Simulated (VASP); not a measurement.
Runs of VASP 6.6.1 on La. The structure is that of space group P6_3/mmc (No. 194), or close to it. The cells are those of the table. 

```csv
task,cell,gap on the mesh (eV),pressure (GPa)
electric field gradients,"a = 3.737, b = 3.737, c = 6.050 Å, angles 90.0, 90.0, 120.0°, 2 atoms",none,-2.9
electric field gradients,"a = 3.762, b = 3.762, c = 6.090 Å, angles 90.0, 90.0, 120.0°, 2 atoms",none,-3.3
electric field gradients,"a = 3.750, b = 3.750, c = 6.070 Å, angles 90.0, 90.0, 120.0°, 2 atoms",none,-3.1
electric field gradients,"a = 3.750, b = 3.750, c = 6.009 Å, angles 90.0, 90.0, 120.0°, 2 atoms",none,-2.9
electric field gradients,"a = 3.750, b = 3.750, c = 5.949 Å, angles 90.0, 90.0, 120.0°, 2 atoms",none,(a)
single point,"a = 3.750, b = 3.734, c = 6.070 Å, angles 89.8, 89.4, 119.6°, 2 atoms",none,-3.1
electric field gradients,"a = 3.713, b = 3.713, c = 6.070 Å, angles 90.0, 90.0, 120.0°, 2 atoms",none,-2.7
```

Alike in all rows: level LDA; potentials or basis VASP PAW LDA potentials, release 64 (La); no spin polarisation; k mesh 11 × 11 × 6; cutoff (eV) 520; smearing fermi-dirac 0.05 eV.

Q: Fill in the values left out.

A: (a) -2.6.

Caveats: spin-orbit coupling is left out, which moves the levels of the heavy elements.

A k mesh can miss the band edges, and the runs leave out spin-orbit coupling on La.

A gap of «none» marks levels without a gap at the run's occupations.
